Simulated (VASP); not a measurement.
# ZrC (Fm-3m) in VASP: a series of runs

The runs below take ZrC through single point, with PBEsol, LDA.

Program: VASP 6.6.1. These are calculated values, not measurements. Logs are shortened: lines on timing, memory, paths and dates and some standing lists are left out, and cuts for length are marked.

## Step 1: The cell of the first run

Symmetry: Fm-3m, No. 225, cubic system. Conventional cell: a = 4.637 Å, b = 4.637 Å, c = 4.637 Å, α = 90.00°, β = 90.00°, γ = 90.00°. Zr (site symmetry m-3m) has 6 C at 2.32 Å within 3.1 Å. Within 3.1 Å of C (site symmetry m-3m) lie 6 Zr at 2.32 Å.

## Step 2: Single point, PBEsol (12.46 Å³/atom)

File INCAR:

```
SYSTEM = ZrC
ALGO = Normal
EDIFF = 1E-6
ENCUT = 520
GGA = PS
ISIF = 2
ISMEAR = -1
LASPH = .TRUE.
LCHARG = .FALSE.
LREAL = .FALSE.
LWAVE = .FALSE.
NBANDS = 15
NELM = 60
PREC = Accurate
SIGMA = 0.05
```

File KPOINTS:

```
k-points
0
G
  15 15 15
  0 0 0
```

File POSCAR:

```
ZrC
1.0
    0.0000000000      2.3184465117      2.3184465117
    2.3184465117      0.0000000000      2.3184465117
    2.3184465117      2.3184465117      0.0000000000
Zr C
1 1
Direct
    0.5000000000      0.5000000000      0.5000000000
    0.0000000000      0.0000000000      0.0000000000
```

Potentials or basis: VASP PAW PBE potentials, release 64 (Zr_sv, C).

The run is started by

```bash
$ cat potpaw_PBE.64/Zr_sv/POTCAR potpaw_PBE.64/C/POTCAR > POTCAR
$ mpirun -np 1 vasp_std > vasp.out
```

OUTCAR:

```text
SYSTEM = ZrC
   EDIFF = 1E-6
   ENCUT = 520
   GGA = PS
   ISIF = 2
   ISMEAR = -1
   LASPH = .TRUE.
   LREAL = .FALSE.
   NELM = 60
   PREC = Accurate

 ion  position               nearest neighbor table
   1  0.500  0.500  0.500-   2 2.32   2 2.32   2 2.32   2 2.32   2 2.32   2 2.32
   2  0.000  0.000  0.000-   1 2.32   1 2.32   1 2.32   1 2.32   1 2.32   1 2.32

  LATTYP: Found a face centered cubic cell.
 ALAT       =     4.6368930234

  Lattice vectors:

 A1 = (   0.0000000000,   2.3184465117,   2.3184465117)
 A2 = (   2.3184465117,   0.0000000000,   2.3184465117)
 A3 = (   2.3184465117,   2.3184465117,   0.0000000000)

Analysis of symmetry for initial positions (statically):
=====================================================================
 Subroutine PRICEL returns:
 Original cell was already a primitive cell.

 Routine SETGRP: Setting up the symmetry group for a
 face centered cubic supercell.

 Subroutine GETGRP returns: Found 48 space group operations
 (whereof 48 operations were pure point group operations)
 out of a pool of 48 trial point group operations.

The static configuration has the point symmetry O_h .

Analysis of symmetry for dynamics (positions and initial velocities):
=====================================================================
 Subroutine PRICEL returns:
 Original cell was already a primitive cell.

 Routine SETGRP: Setting up the symmetry group for a
 face centered cubic supercell.

 Subroutine GETGRP returns: Found 48 space group operations
 (whereof 48 operations were pure point group operations)
 out of a pool of 48 trial point group operations.

The dynamic configuration has the point symmetry O_h .

 Subroutine INISYM returns: Found 48 space group operations
 (whereof 48 operations are pure point group operations),
 and found     1 'primitive' translations

----------------------------------------------------------------------------------------

                                     Primitive cell

  volume of cell :      24.9242

  direct lattice vectors                    reciprocal lattice vectors
     0.000000000  2.318446512  2.318446512    -0.215661650  0.215661650  0.215661650
     2.318446512  0.000000000  2.318446512     0.215661650 -0.215661650  0.215661650
     2.318446512  2.318446512  0.000000000     0.215661650  0.215661650 -0.215661650

  length of vectors
     3.278778500  3.278778500  3.278778500     0.373536935  0.373536935  0.373536935

[... 89 lines left out ...]
   TEBEG  =    0.0;   TEEND  =   0.0 temperature during run
   PSTRESS=    0.0 pullay stress
   NELECT =      16.0000    total number of electrons
   NUPDOWN=      -1.0000    fix difference up-down
   EMIN   =  10.00;   EMAX   =-10.00  energy-range for DOS
   EFERMI =   0.00;   METHOD = LEGACY
   ISMEAR =    -1;   SIGMA  =   0.05  broadening in eV -4-tet -1-fermi 0-gaus
   EFERMI_NEDOS =   21; number of points for ismear=-14 and -15
   IALGO  =     38    algorithm
   IMIX   =      4    mixing-type and parameters
     AMIX     =   0.40;   BMIX     =  1.00
     AMIX_MAG =   1.60;   BMIX_MAG =  1.00
  volume/ion in A,a.u.               =      12.46        84.10
  Fermi-wavevector in a.u.,A,eV,Ry     =   1.412238  2.668742 27.135661  1.994415
  Thomas-Fermi vector in A             =   2.534007
   LORBIT       =      0    0 simple, 1 ext, 2 COOP (PROOUT), +10 PAW based schemes
   GGA     = PS    functional components
   LHFCALC =     F    Hartree Fock is set to
   AEXX    =    0.0000 exact exchange contribution
   IVDW    =     0    specifies the selected vdW correction
   LEPSILON=     F    determine dielectric tensor
   LRPA    =     F    only Hartree local field effects (RPA)
 non-spin polarized calculation
  energy-cutoff  :      520.00
  volume of cell :       24.92
 maximum number of plane-waves:       684
   NGX = 13   NGY = 13   NGZ = 13

 number of electron      16.0000000 magnetization

 Free energy of the ion-electron system (eV)
  ---------------------------------------------------
  ext. energy  EPLUGINS =         0.00000000
  ---------------------------------------------------
  free energy    TOTEN  =       -20.56450752 eV

  energy without entropy =      -20.56212941  energy(sigma->0) =      -20.56331846

 E-fermi :   9.9629     XC(G=0): -12.4823

 val. band max:        9.9325705125   @ k =   0.3333   0.2667   0.0000
 cond. band min:       9.9874697533   @ k =   0.4000   0.3333   0.0000
 fundamental gap:      0.0548992407
 Fermi energy:         9.9628669333

 k-point     1 :       0.0000    0.0000    0.0000
  band No.  band energies     occupation
      1     -37.8496      2.00000
      2     -15.5608      2.00000
      3     -15.5608      2.00000
      4     -15.5608      2.00000
      5      -1.4528      2.00000
      6      10.9310      0.00000
      7      10.9310      0.00000
      8      10.9310      0.00000
      9      11.0377      0.00000
     10      11.0377      0.00000
     11      11.0377      0.00000
     12      12.8926      0.00000
     13      12.8926      0.00000
     14      17.7367      0.00000
[... 401 lines left out ...]
      2     -15.8487      2.00000
      3     -15.6436      2.00000
      4     -15.6328      2.00000
      5      -0.6097      2.00000
      6       7.5295      2.00000
      7       9.2159      2.00000
      8       9.4935      1.99983
      9      10.4914      0.00005
     10      13.0155      0.00000
     11      13.4281      0.00000
     12      14.1019      0.00000
     13      16.1670      0.00000
     14      19.7936      0.00000
     15      22.7396      0.00000

 [... further k-points ...]

------------------------ aborting loop because EDIFF is reached ----------------------------------------

  FORCE on cell =-STRESS in cart. coord.  units (eV):
  Direction    XX          YY          ZZ          XY          YZ          ZX
  --------------------------------------------------------------------------------------
  -------------------------------------------------------------------------------------
  Total        0.8532211      0.8532211      0.8532211     -0.0000000     -0.0000000      0.0000000
  in kB       54.8467530     54.8467530     54.8467530     -0.0000000     -0.0000000      0.0000000
  external PRESSURE =      54.8467530 kB  Pullay stress =       0.0000000 kB

 VOLUME and BASIS-vectors are now :
 -----------------------------------------------------------------------------
  energy-cutoff  :      520.00
  volume of cell :       24.92
      direct lattice vectors                 reciprocal lattice vectors
     0.000000000  2.318446512  2.318446512    -0.215661650  0.215661650  0.215661650
     2.318446512  0.000000000  2.318446512     0.215661650 -0.215661650  0.215661650
     2.318446512  2.318446512  0.000000000     0.215661650  0.215661650 -0.215661650

 POSITION                                       TOTAL-FORCE (eV/Angst)
 -----------------------------------------------------------------------------------
      2.31845      2.31845      2.31845         0.000000      0.000000      0.000000
      0.00000      0.00000      0.00000        -0.000000     -0.000000     -0.000000
 -----------------------------------------------------------------------------------
    total drift:                                0.000000     -0.000000      0.000000

  FREE ENERGIE OF THE ION-ELECTRON SYSTEM (eV)
  ---------------------------------------------------
  free  energy   TOTEN  =       -20.5645075161 eV

  energy  without entropy=      -20.5621294116  energy(sigma->0) =      -20.56331846
```

OSZICAR:

```text
N       E                     dE             d eps       ncg     rms          rms(c)
DAV:   1     0.966659202692E+02    0.96666E+02   -0.85445E+03  3600   0.108E+03
DAV:   2    -0.177275526968E+02   -0.11439E+03   -0.10745E+03  4580   0.286E+02
DAV:   3    -0.236203314265E+02   -0.58928E+01   -0.58577E+01  5866   0.543E+01
DAV:   4    -0.237445009866E+02   -0.12417E+00   -0.12407E+00  4463   0.561E+00
DAV:   5    -0.237457591959E+02   -0.12582E-02   -0.12582E-02  4819   0.500E-01    0.226E+01
DAV:   6    -0.206638105626E+02    0.30819E+01   -0.54872E+00  4268   0.218E+01    0.842E+00
DAV:   7    -0.205847111888E+02    0.79099E-01   -0.54546E-01  4145   0.546E+00    0.697E+00
DAV:   8    -0.205909719597E+02   -0.62608E-02   -0.26687E-01  4434   0.382E+00    0.443E+00
DAV:   9    -0.205648416574E+02    0.26130E-01   -0.46633E-02  3943   0.147E+00    0.587E-01
DAV:  10    -0.205645590787E+02    0.28258E-03   -0.43807E-03  4699   0.581E-01    0.222E-01
DAV:  11    -0.205645128105E+02    0.46268E-04   -0.27364E-04  3992   0.161E-01    0.445E-02
DAV:  12    -0.205645079257E+02    0.48848E-05   -0.53075E-06  4605   0.195E-02    0.570E-03
DAV:  13    -0.205645075161E+02    0.40962E-06   -0.71018E-07  3027   0.622E-03
   1 F= -.20564508E+02 E0= -.20563318E+02  d E =-.237810E-02
```

stdout:

```text
POSCAR found type information on POSCAR ZrC
 POSCAR found :  2 types and       2 ions
 scaLAPACK will be used
 -----------------------------------------------------------------------------
|                                                                             |
|                                                                             |
|     You enforced a specific xc type in the INCAR file but a different       |
|     I HOPE YOU KNOW WHAT YOU ARE DOING!                                     |
|                                                                             |
 -----------------------------------------------------------------------------

 LDA part: xc-table for (Slater+PW92), standard interpolation
 POSCAR, INCAR and KPOINTS ok, starting setup
 FFT: planning ... GRIDC
 FFT: planning ... GRID_SOFT
 FFT: planning ... GRID
 WAVECAR not read
 entering main loop
```

Wall time 28 s (1 thread of Intel Xeon 8259CL, shared host); peak memory 0.17 GiB.

Results:

```yaml
Free_energy: -20.5645 eV
Pressure: 5.5 GPa
Band_gap_on_the_k_mesh: zero (bands 8 and 9 overlap by 1.33 eV)
```

Caveat: the cell stands under pressure; the PAW data sets were made with another functional, which shifts forces and pressure a little.

## Step 3: Single point, LDA

This run uses another cell than the first one, of 12.98 Å³/atom.

File INCAR:

```
SYSTEM = ZrC
PREC = Accurate
ENCUT = 520
EDIFF = 1E-6
ISMEAR = -1
SIGMA = 0.05
LREAL = .False.
LASPH = .True.
NELM = 80
ALGO = Normal
ISIF = 2
LWAVE = .False.
LCHARG = .False.
GGA = CA
NBANDS = 15
```

File KPOINTS:

```
regular mesh
0
Gamma
  15 15 15
  0 0 0
```

File POSCAR:

```
ZrC
1.0
    0.0000000000      2.3502100000      2.3502100000
    2.3502100000      0.0000000000      2.3502100000
    2.3502100000      2.3502100000      0.0000000000
Zr C
1 1
Direct
    0.5000000000      0.5000000000      0.5000000000
    0.0000000000      0.0000000000      0.0000000000
```

Potentials or basis: VASP PAW LDA potentials, release 64 (Zr_sv, C).

The run is started by

```bash
$ cat potpaw_LDA.64/Zr_sv/POTCAR potpaw_LDA.64/C/POTCAR > POTCAR
$ mpirun -np 1 vasp_std > vasp.out
```

It took 64 s on 1 thread of Intel Xeon 8259CL, shared host; peak memory 0.18 GiB.

It converged, with:

```yaml
Free_energy: -21.2565 eV
Pressure: -8.1 GPa
Band_gap_on_the_k_mesh: zero (bands 8 and 9 overlap by 1.31 eV)
```

Levels at points of the mesh, in eV from the Fermi level:
```csv
k point,band 6,band 7,band 8,band 9,band 10,band 11
"(0.00, 0.00, 0.00)",0.95,0.95,0.95,1.05,1.05,1.05
```

Caveat: the cell stands under tension.
